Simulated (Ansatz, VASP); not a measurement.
## Ga in VASP and in Ansatz

File POSCAR:

```
Ga
1.0
    1.4690811355     -4.1184929765      0.0000000000
    1.4690811355      4.1184929765      0.0000000000
    0.0000000000      0.0000000000      3.2117153101
Ga
2
Direct
    0.1330000000      0.8670000000      0.7500000000
    0.8670000000      0.1330000000      0.2500000000
```

Contents of INCAR.step1:

```
PREC     = Accurate       # precision mode
ENCUT    = 520            # plane-wave cutoff, eV
ISMEAR   = -1             # smearing method
SIGMA    = 0.05           # smearing width, eV
LREAL    = F              # projectors in reciprocal space
LASPH    = T              # aspherical terms in the spheres
NELM     = 60             # most SCF steps
NBANDS   = 20             # bands
GGA      = PE             # functional
ALGO     = Normal         # electronic algorithm
EDIFF    = 1E-4           # SCF threshold, eV
LWAVE    = T              # write WAVECAR
LCHARG   = F              # write CHGCAR
```

File INCAR.step2:

```
PREC     = Accurate       # precision mode
ENCUT    = 520            # plane-wave cutoff, eV
EDIFF    = 1E-7           # SCF threshold, eV
ISMEAR   = -1             # smearing method
SIGMA    = 0.05           # smearing width, eV
LREAL    = F              # projectors in reciprocal space
LASPH    = T              # aspherical terms in the spheres
NELM     = 60             # most SCF steps
ALGO     = Normal         # electronic algorithm
ISIF     = 2              # what is computed and relaxed
LWAVE    = F              # write WAVECAR
LCHARG   = F              # write CHGCAR
METAGGA  = R2SCAN         # meta-GGA
LMIXTAU  = T            
NBANDS   = 20             # bands
ISTART   = 1
```

Contents of KPOINTS:

```
regular mesh
0
Gamma
  10 10 8
```

Contents of input.yaml:

```yaml
crystal:
  lattice:
    - [1.4690811355, -4.1184929765, 0.0]
    - [1.4690811355, 4.1184929765, 0.0]
    - [0.0, 0.0, 3.2117153101]
  atoms:
    - { symbol: Ga, position: [0.133, 0.867, 0.75] }
    - { symbol: Ga, position: [0.867, 0.133, 0.25] }
hamiltonian:
  xc: r2scan
  pseudopotentials: { kind: paw }
kpoints:
  mp_grid: { grid: [10, 10, 8] }
scf:
  occupations: { method: fermi_dirac, width: 0.05 }
output:
  forces: true
  stress: true
  eigenvalues: true
```

Alike in both runs: task single point; functional r2SCAN; k mesh 10 × 10 × 8; occupations fermi-dirac, width 0.05 eV; no spin polarisation.

|  | VASP | Ansatz |
| --- | --- | --- |
| version | VASP 6.6.1 | Ansatz 0.2.0 |
| potentials or method | VASP PAW PBE potentials, release 64 (Ga_d) | Ansatz PAW |
| plane-wave cutoff (eV) | 520 | 500 |
| valence electrons in the cell | 26 | 26 |

Ansatz gave:

| Item | Value |
| --- | --- |
| gap on the k mesh at the Fermi level (eV) | none |
| pressure (GPa) | -3.6 |
| traceless stress, the component that is largest in VASP (GPa) | 1.57 |
| rms of the force components (eV/Å) | 0.135 |

Problem. Estimate VASP's values.

Solution. gap on the k mesh at the Fermi level (eV): none; pressure (GPa): -3.5; traceless stress, the component that is largest in VASP (GPa): 1.49; rms of the force components (eV/Å): 0.132.

VASP's potentials were made for PBE, not for r2SCAN. Atom by atom the forces differ by 0.002 eV/Å (rms over components). A gap of «none» marks a metal or a gap that the smearing closes.
